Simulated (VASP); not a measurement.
Set up this calculation in VASP 6.6.1, as the native input.

```
Task                   : single point
Functional             : PBEsol
Potentials or basis    : VASP PAW PBE potentials, release 64 (Bi_d)
Cutoff                 : 520 eV
k mesh                 : 7 × 7 × 4
Occupations            : fermi-dirac, width 0.05 eV
Spin                   : no spin polarisation
Dipole correction      : no
Further INCAR settings : ALGO = Normal; EDIFF = 1e-06; NBANDS = 22
```

The structure of Bi lies in POSCAR:

```
Bi
1.0
    3.2383762460      0.0000000000      0.0000000000
    0.0000000000      3.2216433200      0.0000000000
   -0.0804548793      0.0000000000      6.4438887882
Bi
2
Direct
    0.5442472500      0.0000000000      0.7495778900
    0.4557527500      0.0000000000      0.2504221100
```

The input as run:

INCAR

```
SYSTEM = Bi
PREC = Accurate ; ENCUT = 520
EDIFF = 1E-6 ; ISMEAR = -1
SIGMA = 0.05 ; LREAL = .FALSE.
LASPH = .TRUE. ; NELM = 80
ALGO = Normal ; ISIF = 2
LWAVE = .FALSE. ; LCHARG = .FALSE.
GGA = PS ; NBANDS = 22
```

KPOINTS

```
Automatic mesh
0
G
  7 7 4
  0 0 0
```

Potentials or basis: VASP PAW PBE potentials, release 64 (Bi_d).

Run with:

```bash
$ cat potpaw_PBE.64/Bi_d/POTCAR > POTCAR
$ mpirun -np 1 vasp_std > vasp.out
```

It gave:

```json
{
 "Pressure": "-0.5 GPa",
 "Largest force": "0.004 eV/Å",
 "Band gap on the k mesh": "zero (band 15 reaches 10.56 eV, above the bottom of band 16 at 4.47 eV)"
}
```

Caveat: the PAW data sets were made with another functional, which shifts forces and pressure a little; spin-orbit coupling is left out, which moves the levels of the heavy elements.

Run time: 22 s on 1 thread of Intel(R) Xeon(R) Platinum 8559C (Emerald Rapids) (shared host), peak memory 0.21 GiB.
